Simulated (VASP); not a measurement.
**Ga3As2P: single point with PBE**

Ga3As2P:

```xyz
6
Lattice="4.0049 0.0000 0.0000 -2.0025 3.4684 0.0000 0.0000 0.0000 9.8152" Properties=species:S:1:pos:R:3 pbc="T T T"
Ga    0.0000    0.0000    9.7506
Ga    0.0000    2.3123    6.6093
Ga    2.0025    1.1561    3.2735
P     0.0000    2.3123    8.9972
As    2.0025    1.1561    5.7543
As    0.0000    0.0000    2.4220
```

```
Program             : VASP 6.6.1
Task                : single point
Functional          : PBE
Potentials or basis : VASP PAW PBE potentials, release 64 (Ga_d, P, As)
Cutoff              : 520 eV
k mesh              : 12 × 12 × 4
Occupations         : gaussian, width 0.02 eV
Spin                : no spin polarisation
```

| Quantity | Value |
| --- | --- |
| Pressure | 0.1 GPa |
| Largest force | 0.013 eV/Å |
| Band gap on the k mesh | 0.52 eV, direct |

Forces on the atoms (eV/Å):
```
Ga   0.000  0.000 -0.013
Ga   0.000  0.000  0.010
Ga   0.000  0.000 -0.002
P    0.000  0.000  0.001
As   0.000  0.000  0.003
As   0.000  0.000  0.001
```

Levels at points of the mesh, in eV from the valence-band top:
| k point | band 24 | band 25 | band 26 | band 27 | band 28 | band 29 | band 30 | band 31 |
| --- | --- | --- | --- | --- | --- | --- | --- | --- |
| (0.00, 0.00, 0.00) | -0.74 | -0.10 | 0.00 | 0.00 | 0.52 | 1.09 | 1.40 | 3.65 |
| (0.50, 0.00, 0.00) | -2.54 | -2.52 | -1.71 | -1.48 | 1.51 | 1.62 | 2.24 | 2.40 |
| (0.00, 0.00, 0.50) | -0.49 | -0.49 | -0.23 | -0.23 | 0.95 | 1.56 | 1.76 | 4.00 |
| (0.50, 0.00, 0.50) | -2.52 | -2.17 | -1.16 | -1.11 | 1.01 | 1.72 | 2.04 | 3.27 |

It took 4.7 min on 1 thread of Intel(R) Xeon(R) Platinum 8488C (Sapphire Rapids), with other jobs on the host, peak memory 0.45 GiB.

A k mesh can miss the band edges. As with any semilocal functional, this PBE gap is likely too small.
